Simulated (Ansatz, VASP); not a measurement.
# One calculation of VN2, two programs

```
CELL_PARAMETERS angstrom
-2.13032 2.13032 2.45543
2.13032 -2.13032 2.45543
2.13032 2.13032 -2.45543
ATOMIC_POSITIONS crystal
V 0.25000 0.25000 0.00000
V 0.75000 0.75000 0.00000
N 0.11426 0.61426 0.72853
N 0.61426 0.88574 0.50000
N 0.88574 0.38574 0.27147
N 0.38574 0.11426 0.50000
```

Alike in both runs: functional PBEsol; k mesh 12 × 12 × 12; occupations gaussian, width 0.1 eV; no spin polarisation.

Ansatz relaxed the structure, and its values are those at the end. VASP's run is a single point on that final structure, the one shown.

|  | VASP | Ansatz |
| --- | --- | --- |
| version | VASP 6.6.1 | Ansatz 0.2.0 |
| potentials or method | VASP PAW PBE potentials, release 64 (V_sv, N), cutoff 520 eV | scalar-relativistic, plane waves, PAW |
| valence electrons in the cell | 46 | 46 |

|  | VASP | Ansatz | Ansatz less VASP |
| --- | --- | --- | --- |
| gap on the k mesh at the Fermi level (eV) | none | none | - |
| pressure (GPa) | 0.8 | 0.0 | -0.84 |
| rms of the force components (eV/Å) | 0.040 | 0.000 | -0.0399 |

VASP's potentials were made for PBE, not for PBEsol. A gap of «none» marks a metal or a gap that the smearing closes.
